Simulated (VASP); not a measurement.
# OsPdC4N4 (P-43m) in VASP: a series of runs

OsPdC4N4 is run at these levels: PBE; tasks: single point.

All numbers are computed with VASP 6.6.1; they aren't measurements. Logs are shortened: lines on timing, memory, paths and dates and some standing lists are left out, and cuts for length are marked.

**1. The cell of the first run**

The structure is cubic, space group P-43m (No. 215). The conventional cell has a = 5.877 Å, b = 5.877 Å, c = 5.877 Å, α = 90.00°, β = 90.00°, γ = 90.00°. Within 2.7 Å of Pd (site symmetry -43m) lie 4 C at 2.00 Å. Within 2.5 Å of Os (site symmetry -43m) lie 4 N at 1.89 Å. C (site symmetry 3m) has 1 N at 1.20 Å within 1.6 Å. N (site symmetry 3m) has 1 C at 1.20 Å within 1.6 Å.

**2. Single point, PBE**

INCAR reads:

```
PREC = Accurate
ENCUT = 700
EDIFF = 1E-6
ISMEAR = 0
SIGMA = 0.02
LREAL = F
LASPH = T
NELM = 120
ALGO = Normal
ISIF = 2
LWAVE = F
LCHARG = F
GGA = PE
NBANDS = 46
GGA_COMPAT = F
```

KPOINTS reads:

```
regular mesh
0
Gamma
  6 6 6
```

POSCAR reads:

```
OsPdC4N4
1.0
    5.8766030765      0.0000000000      0.0000000000
    0.0000000000      5.8766030765      0.0000000000
    0.0000000000      0.0000000000      5.8766030765
Pd Os C N
1 1 4 4
Direct
    0.0000000000      0.0000000000      0.0000000000
    0.5000000000      0.5000000000      0.5000000000
    0.1965289278      0.1965289278      0.1965289278
    0.1965289278      0.8034710722      0.8034710722
    0.8034710722      0.1965289278      0.8034710722
    0.8034710722      0.8034710722      0.1965289278
    0.3142332580      0.3142332580      0.3142332580
    0.3142332580      0.6857667420      0.6857667420
    0.6857667420      0.3142332580      0.6857667420
    0.6857667420      0.6857667420      0.3142332580
```

Potentials or basis: VASP PAW PBE potentials, release 64 (Pd_sv_GW, Os_sv_GW, C, N).

Started as:

```console
> cat potpaw_PBE.64/Pd_sv_GW/POTCAR potpaw_PBE.64/Os_sv_GW/POTCAR potpaw_PBE.64/C/POTCAR potpaw_PBE.64/N/POTCAR > POTCAR
> mpirun -np 1 vasp_std > vasp.out
```

OUTCAR:

```text
PREC = Accurate
   ENCUT = 700
   EDIFF = 1E-6
   ISMEAR = 0
   LREAL = F
   LASPH = T
   NELM = 120
   ISIF = 2
   GGA = PE

 ion  position               nearest neighbor table
   1  0.000  0.000  0.000-   3 2.00   4 2.00   5 2.00   6 2.00
   2  0.500  0.500  0.500-   7 1.89   8 1.89   9 1.89  10 1.89
   3  0.197  0.197  0.197-   7 1.20   1 2.00
   4  0.197  0.803  0.803-   8 1.20   1 2.00
   5  0.803  0.197  0.803-   9 1.20   1 2.00
   6  0.803  0.803  0.197-  10 1.20   1 2.00
   7  0.314  0.314  0.314-   3 1.20   2 1.89
   8  0.314  0.686  0.686-   4 1.20   2 1.89
   9  0.686  0.314  0.686-   5 1.20   2 1.89
  10  0.686  0.686  0.314-   6 1.20   2 1.89

  LATTYP: Found a simple cubic cell.
 ALAT       =     5.8766030765

  Lattice vectors:

 A1 = (   5.8766030765,   0.0000000000,   0.0000000000)
 A2 = (   0.0000000000,   5.8766030765,   0.0000000000)
 A3 = (   0.0000000000,   0.0000000000,   5.8766030765)

Analysis of symmetry for initial positions (statically):
=====================================================================
 Subroutine PRICEL returns:
 Original cell was already a primitive cell.

 Routine SETGRP: Setting up the symmetry group for a
 simple cubic supercell.

 Subroutine GETGRP returns: Found 24 space group operations
 (whereof 24 operations were pure point group operations)
 out of a pool of 48 trial point group operations.

The static configuration has the point symmetry T_d .

Analysis of symmetry for dynamics (positions and initial velocities):
=====================================================================
 Subroutine PRICEL returns:
 Original cell was already a primitive cell.

 Routine SETGRP: Setting up the symmetry group for a
 simple cubic supercell.

 Subroutine GETGRP returns: Found 24 space group operations
 (whereof 24 operations were pure point group operations)
 out of a pool of 48 trial point group operations.

The dynamic configuration has the point symmetry T_d .

 Subroutine INISYM returns: Found 24 space group operations
 (whereof 24 operations are pure point group operations),
 and found     1 'primitive' translations

----------------------------------------------------------------------------------------

                                     Primitive cell

  volume of cell :     202.9453

  direct lattice vectors                    reciprocal lattice vectors
     5.876603077  0.000000000  0.000000000     0.170166334  0.000000000  0.000000000
     0.000000000  5.876603077  0.000000000     0.000000000  0.170166334  0.000000000
     0.000000000  0.000000000  5.876603077     0.000000000  0.000000000  0.170166334

  length of vectors
     5.876603077  5.876603077  5.876603077     0.170166334  0.170166334  0.170166334

  position of ions in fractional coordinates (direct lattice)
     0.000000000  0.000000000  0.000000000
     0.500000000  0.500000000  0.500000000
     0.196528928  0.196528928  0.196528928
     0.196528928  0.803471072  0.803471072
     0.803471072  0.196528928  0.803471072
     0.803471072  0.803471072  0.196528928
     0.314233258  0.314233258  0.314233258
     0.314233258  0.685766742  0.685766742
     0.685766742  0.314233258  0.685766742
     0.685766742  0.685766742  0.314233258

  ion indices of the primitive-cell ions
   primitive index   ion index
                 1           1
                 2           2
                 3           3
                 4           4
                 5           5
                 6           6
                 7           7
                 8           8
                 9           9
                10          10

----------------------------------------------------------------------------------------

 KPOINTS: regular mesh

Automatic generation of k-mesh.
 Grid dimensions read from file:
 generate k-points for:    6    6    6

 Generating k-lattice:

  Cartesian coordinates                     Fractional coordinates (reciprocal lattice)
     0.028361056  0.000000000  0.000000000     0.166666667  0.000000000  0.000000000
     0.000000000  0.028361056  0.000000000     0.000000000  0.166666667  0.000000000
     0.000000000  0.000000000  0.028361056     0.000000000  0.000000000  0.166666667

  Length of vectors
     0.028361056  0.028361056  0.028361056

  Shift w.r.t. Gamma in fractional coordinates (k-lattice)
     0.000000000  0.000000000  0.000000000

 Subroutine IBZKPT returns following result:
 ===========================================

 Found     20 irreducible k-points:

 Following reciprocal coordinates:
            Coordinates               Weight
  0.000000  0.000000  0.000000      1.000000
  0.166667  0.000000  0.000000      6.000000
  0.333333  0.000000  0.000000      6.000000
  0.500000  0.000000  0.000000      3.000000
  0.166667  0.166667  0.000000     12.000000
  0.333333  0.166667  0.000000     24.000000
[... 12 lines left out ...]
  0.500000  0.500000  0.333333      6.000000
  0.500000  0.500000  0.500000      1.000000
   k-points           NKPTS =     20   k-points in BZ     NKDIM =     20   number of bands    NBANDS=     46
   number of dos      NEDOS =    301   number of ions     NIONS =     10
   total plane-waves  NPLWV = 157464
   dimension x,y,z NGX =    54 NGY =   54 NGZ =   54
   dimension x,y,z NGXF=   108 NGYF=  108 NGZF=  108
   ions per type =               1   1   4   4
   NGX,Y,Z   is equivalent  to a cutoff of  15.28, 15.28, 15.28 a.u.
   NGXF,Y,Z  is equivalent  to a cutoff of  30.55, 30.55, 30.55 a.u.
 SYSTEM =  unknown system
   PREC   = accura    normal or accurate (medium, high low for compatibility)
   ISTART =      0    job   : 0-new  1-cont  2-samecut
   ICHARG =      2    charge: 1-file 2-atom 10-const
   ISPIN  =      1    spin polarized calculation?
   LNONCOLLINEAR =      F non collinear calculations
   LSORBIT =      F    spin-orbit coupling
   LASPH  =      T    aspherical Exc in radial PAW
   ENCUT  =  700.0 eV  51.45 Ry    7.17 a.u.  12.68 12.68 12.68*2*pi/ulx,y,z
   NELM   =    120;   NELMIN=  2; NELMDL= -5     # of ELM steps
   EDIFF  = 0.1E-05   stopping-criterion for ELM
   LREAL  =      F    real-space projection
   EDIFFG = 0.1E-04   stopping-criterion for IOM
   NSW    =      0    number of steps for IOM
   IBRION =     -1    ionic relax: 0-MD 1-quasi-New 2-CG
   NFREE  =      0    steps in history (QN), initial steepest desc. (CG)
   ISIF   =      2    stress and relaxation
   ISYM   =      2    0-nonsym 1-usesym 2-fastsym
   POTIM  = 0.5000    time-step for ionic-motion
   TEBEG  =    0.0;   TEEND  =   0.0 temperature during run
   PSTRESS=    0.0 pullay stress
   NELECT =      70.0000    total number of electrons
   NUPDOWN=      -1.0000    fix difference up-down
   EMIN   =  10.00;   EMAX   =-10.00  energy-range for DOS
   EFERMI =   0.00;   METHOD = LEGACY
   ISMEAR =     0;   SIGMA  =   0.02  broadening in eV -4-tet -1-fermi 0-gaus
   EFERMI_NEDOS =   21; number of points for ismear=-14 and -15
   IALGO  =     38    algorithm
   IMIX   =      4    mixing-type and parameters
     AMIX     =   0.40;   BMIX     =  1.00
     AMIX_MAG =   1.60;   BMIX_MAG =  1.00
  volume/ion in A,a.u.               =      20.29       136.95
  Fermi-wavevector in a.u.,A,eV,Ry     =   1.148104  2.169602 17.934415  1.318142
  Thomas-Fermi vector in A             =   2.284780
   LORBIT       =      0    0 simple, 1 ext, 2 COOP (PROOUT), +10 PAW based schemes
   GGA     = PE    functional components
   LHFCALC =     F    Hartree Fock is set to
   AEXX    =    0.0000 exact exchange contribution
   IVDW    =     0    specifies the selected vdW correction
   LEPSILON=     F    determine dielectric tensor
   LRPA    =     F    only Hartree local field effects (RPA)
 non-spin polarized calculation
 Gauss-broadening in eV      SIGMA  =   0.02
  energy-cutoff  :      700.00
  volume of cell :      202.95
 maximum number of plane-waves:      8578
 NGX is ok and might be reduce to    54
   NGX = 25   NGY = 25   NGZ = 25

 number of electron      70.0000002 magnetization

 Free energy of the ion-electron system (eV)
  ---------------------------------------------------
  ext. energy  EPLUGINS =         0.00000000
  ---------------------------------------------------
  free energy    TOTEN  =       -78.41092993 eV

  energy without entropy =      -78.41092993  energy(sigma->0) =      -78.41092993

 E-fermi :   0.3134     XC(G=0):  -7.6130

 val. band max:        0.2095658706   @ k =   0.5000   0.0000   0.0000
 cond. band min:       0.5816381258   @ k =   0.1667   0.1667   0.0000
 fundamental gap:      0.3720722552
 Fermi energy:         0.3133720125

 k-point     1 :       0.0000    0.0000    0.0000
  band No.  band energies     occupation
      1     -87.3682      2.00000
      2     -84.7094      2.00000
      3     -50.3994      2.00000
      4     -50.3994      2.00000
      5     -50.3994      2.00000
      6     -46.7931      2.00000
[... 38 lines left out ...]
     45       5.0884      0.00000
     46       5.2915      0.00000

 k-point     2 :       0.1667    0.0000    0.0000
  band No.  band energies     occupation
      1     -87.3682      2.00000
      2     -84.7094      2.00000
      3     -50.3994      2.00000
      4     -50.3994      2.00000
      5     -50.3994      2.00000
      6     -46.7931      2.00000
[... 38 lines left out ...]
     45       5.0929      0.00000
     46       5.2597      0.00000

 k-point     3 :       0.3333    0.0000    0.0000
  band No.  band energies     occupation
      1     -87.3682      2.00000
      2     -84.7094      2.00000
      3     -50.3994      2.00000
      4     -50.3994      2.00000
      5     -50.3994      2.00000
      6     -46.7931      2.00000
[... 822 lines left out ...]
     45       5.3528      0.00000
     46       5.4347      0.00000

 k-point    20 :       0.5000    0.5000    0.5000
  band No.  band energies     occupation
      1     -87.3682      2.00000
      2     -84.7094      2.00000
      3     -50.3994      2.00000
      4     -50.3994      2.00000
      5     -50.3994      2.00000
      6     -46.7931      2.00000
[... 38 lines left out ...]
     45       5.4575      0.00000
     46       5.4575      0.00000

------------------------ aborting loop because EDIFF is reached ----------------------------------------

  FORCE on cell =-STRESS in cart. coord.  units (eV):
  Direction    XX          YY          ZZ          XY          YZ          ZX
  --------------------------------------------------------------------------------------
  -------------------------------------------------------------------------------------
  Total        0.1440809      0.1440809      0.1440809     -0.0000000      0.0000000      0.0000000
  in kB        1.1374646      1.1374646      1.1374646     -0.0000000      0.0000000      0.0000000
  external PRESSURE =       1.1374646 kB  Pullay stress =       0.0000000 kB

 VOLUME and BASIS-vectors are now :
 -----------------------------------------------------------------------------
  energy-cutoff  :      700.00
  volume of cell :      202.95
      direct lattice vectors                 reciprocal lattice vectors
     5.876603077  0.000000000  0.000000000     0.170166334  0.000000000  0.000000000
     0.000000000  5.876603077  0.000000000     0.000000000  0.170166334  0.000000000
     0.000000000  0.000000000  5.876603077     0.000000000  0.000000000  0.170166334

 POSITION                                       TOTAL-FORCE (eV/Angst)
 -----------------------------------------------------------------------------------
      0.00000      0.00000      0.00000         0.000000     -0.000000     -0.000000
      2.93830      2.93830      2.93830         0.000000     -0.000000     -0.000000
      1.15492      1.15492      1.15492        -0.131116     -0.131116     -0.131116
      1.15492      4.72168      4.72168        -0.131116      0.131116      0.131116
      4.72168      1.15492      4.72168         0.131116     -0.131116      0.131116
      4.72168      4.72168      1.15492         0.131116      0.131116     -0.131116
      1.84662      1.84662      1.84662         0.115048      0.115048      0.115048
      1.84662      4.02998      4.02998         0.115048     -0.115048     -0.115048
      4.02998      1.84662      4.02998        -0.115048      0.115048     -0.115048
      4.02998      4.02998      1.84662        -0.115048     -0.115048      0.115048
 -----------------------------------------------------------------------------------
    total drift:                               -0.000000     -0.000000      0.000000

  FREE ENERGIE OF THE ION-ELECTRON SYSTEM (eV)
  ---------------------------------------------------
  free  energy   TOTEN  =       -78.4109299349 eV

  energy  without entropy=      -78.4109299349  energy(sigma->0) =      -78.41092993
```

Wall time 15 min (1 thread of Intel Xeon Platinum 8488C (Sapphire Rapids), shared host); peak memory 0.62 GiB.

Results:

```
Free energy            : -78.4109 eV
Pressure               : 0.1 GPa
Largest force          : 0.227 eV/Å
Band gap on the k mesh : 0.37 eV (least direct gap 0.58 eV)
```

Forces in eV/Å, atoms in the order of the input:
```
Pd   0.000  0.000  0.000
Os   0.000  0.000  0.000
C   -0.131 -0.131 -0.131
C   -0.131  0.131  0.131
C    0.131 -0.131  0.131
C    0.131  0.131 -0.131
N    0.115  0.115  0.115
N    0.115 -0.115 -0.115
N   -0.115  0.115 -0.115
N   -0.115 -0.115  0.115
```

Levels at points of the mesh, in eV from the valence-band top:
```tsv
k point	band 33	band 34	band 35	band 36	band 37	band 38
(0.00, 0.00, 0.00)	-0.86	-0.82	-0.82	0.41	0.41	0.41
(0.50, 0.00, 0.00)	-1.04	-1.04	0.00	0.61	0.87	0.87
(0.50, 0.50, 0.00)	-0.93	-0.93	-0.01	0.58	0.77	0.77
(0.50, 0.50, 0.50)	-0.70	-0.68	-0.68	0.44	0.44	0.44
```

Caveat: spin-orbit coupling is left out, which moves the levels of the heavy elements. A k mesh can miss the band edges.

**3. Single point, PBE, collinear spin**

INCAR reads:

```
SYSTEM = OsPdC4N4
PREC     = Accurate       ! precision mode
ENCUT    = 700            ! plane-wave cutoff, eV
EDIFF    = 1E-6           ! SCF threshold, eV
ISMEAR   = 0              ! smearing method
SIGMA    = 0.1            ! smearing width, eV
LREAL    = .FALSE.        ! projectors in reciprocal space
LASPH    = .TRUE.         ! aspherical terms in the spheres
NELM     = 200            ! most SCF steps
ALGO     = Normal         ! electronic algorithm
ISIF     = 2              ! what is computed and relaxed
LWAVE    = .FALSE.        ! write WAVECAR
LCHARG   = .FALSE.        ! write CHGCAR
ISPIN    = 2              ! spin polarisation
MAGMOM   = 0 1 0 0 0 0 0 0 0 0 ! initial moments
LORBIT   = 11             ! projections on sites
LMAXMIX  = 4              ! l up to which the mixer works
GGA      = PE             ! functional
NBANDS   = 50             ! bands
GGA_COMPAT= .FALSE.
```

KPOINTS reads:

```
Automatic mesh
0
G
  4 4 4
  0 0 0
```

POSCAR reads:

```
OsPdC4N4
1.0
    5.8773936523      0.0000000000      0.0000000000
    0.0000000000      5.8773936523      0.0000000000
    0.0000000000      0.0000000000      5.8773936523
Pd Os C N
1 1 4 4
Direct
    0.0000000000      0.0000000000      0.0000000000
    0.5000000000      0.5000000000      0.5000000000
    0.1964917750      0.1964917750      0.1964917750
    0.1964917750      0.8035082250      0.8035082250
    0.8035082250      0.1964917750      0.8035082250
    0.8035082250      0.8035082250      0.1964917750
    0.3142180903      0.3142180903      0.3142180903
    0.3142180903      0.6857819097      0.6857819097
    0.6857819097      0.3142180903      0.6857819097
    0.6857819097      0.6857819097      0.3142180903
```

Potentials or basis: VASP PAW PBE potentials, release 64 (Pd_sv_GW, Os_sv_GW, C, N).

Started as:

```console
> cat potpaw_PBE.64/Pd_sv_GW/POTCAR potpaw_PBE.64/Os_sv_GW/POTCAR potpaw_PBE.64/C/POTCAR potpaw_PBE.64/N/POTCAR > POTCAR
> mpirun -np 1 vasp_std > vasp.out
```

Wall time 7.8 min (1 thread of Intel Xeon 6975P-C (Granite Rapids), shared host); peak memory 0.69 GiB.

Results (log left out):

```
Free energy                                           : -78.4078 eV
Pressure                                              : 0.1 GPa
Largest force                                         : 0.185 eV/Å
Band gap on the k mesh                                : 0.41 eV (least direct gap 0.58 eV)
Net moment                                            : 0.00 μB per cell
Valence electrons inside the program's atomic spheres : Pd 15.66; Os 15.02; C 2.48; N 3.90
```

Forces in eV/Å, atoms in the order of the input:
```
Pd   0.000  0.000  0.000
Os   0.000  0.000  0.000
C   -0.107 -0.107 -0.107
C   -0.107  0.107  0.107
C    0.107 -0.107  0.107
C    0.107  0.107 -0.107
N    0.101  0.101  0.101
N    0.101 -0.101 -0.101
N   -0.101  0.101 -0.101
N   -0.101 -0.101  0.101
```

Levels at points of the mesh, in eV from the valence-band top:
Spin up:
```tsv
k point	band 32	band 33	band 34	band 35	band 36	band 37	band 38	band 39
(0.00, 0.00, 0.00)	-0.86	-0.86	-0.82	-0.82	0.41	0.41	0.41	4.25
(0.50, 0.00, 0.00)	-1.24	-1.04	-1.04	0.00	0.61	0.86	0.86	4.01
(0.50, 0.50, 0.00)	-1.18	-0.93	-0.93	-0.01	0.58	0.76	0.76	3.96
(0.50, 0.50, 0.50)	-0.70	-0.70	-0.68	-0.68	0.44	0.44	0.44	4.18
```
Spin down:
| k point | band 31 | band 32 | band 33 | band 34 | band 35 | band 36 | band 37 | band 38 | band 39 | band 40 |
| --- | --- | --- | --- | --- | --- | --- | --- | --- | --- | --- |
| (0.00, 0.00, 0.00) | -0.86 | -0.86 | -0.86 | -0.82 | -0.82 | 0.41 | 0.41 | 0.41 | 4.25 | 4.25 |
| (0.50, 0.00, 0.00) | -2.01 | -1.24 | -1.04 | -1.04 | 0.00 | 0.61 | 0.86 | 0.86 | 4.01 | 4.01 |
| (0.50, 0.50, 0.00) | -1.82 | -1.18 | -0.93 | -0.93 | -0.01 | 0.58 | 0.76 | 0.76 | 3.96 | 3.96 |
| (0.50, 0.50, 0.50) | -0.70 | -0.70 | -0.70 | -0.68 | -0.68 | 0.44 | 0.44 | 0.44 | 4.18 | 4.18 |

Caveat: spin-orbit coupling is left out, which moves the levels of the heavy elements. A k mesh can miss the band edges.
